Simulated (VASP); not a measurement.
Zr, 3 atoms in the cell. Symmetry: P6/mmm, No. 191, hexagonal system. Conventional cell: a = 4.862 Å, b = 4.862 Å, c = 3.006 Å, α = 90.00°, β = 90.00°, γ = 120.00°. Zr (site symmetry 6/mmm) has 14 Zr at 3.01 to 3.18 Å within 4.0 Å. Within 3.7 Å of Zr (site symmetry -6m2) lie 11 Zr at 2.81 to 3.18 Å. This isn't the form of Zr at room conditions, which is hcp.

| Property | Result |
| --- | --- |
| Program | VASP 6.6.1 |
| Task | relaxation of cell and atoms |
| Functional | r2SCAN |
| Potentials or basis | VASP PAW PBE potentials, release 64 (Zr_sv) |
| Cutoff | 600 eV |
| k mesh | 6 × 6 × 6 |
| Occupations | gaussian, width 0.1 eV |
| Spin | no spin polarisation |
| Dipole correction | no |
| Further INCAR settings | ALGO = Normal; EDIFF = 1e-06; IBRION = 2; EDIFFG = -0.05; NSW = 80; ISIF = 3 |

Potentials or basis: VASP PAW PBE potentials, release 64 (Zr_sv).

Run with:

```console
$ cat potpaw_PBE.64/Zr_sv/POTCAR > POTCAR
$ cp INCAR.step1 INCAR
$ mpirun -np 1 vasp_std > vasp.out
$ cp INCAR.step2 INCAR
$ mpirun -np 1 vasp_std > vasp.out
```

Hardware: 1 thread of Intel Xeon 8259CL, with other jobs on the host.

Estimate the wall time of this run.

Run time: 18 min on 1 thread of Intel Xeon 8259CL, with other jobs on the host, peak memory 0.23 GiB. Counts: k points 28, ion steps 5.
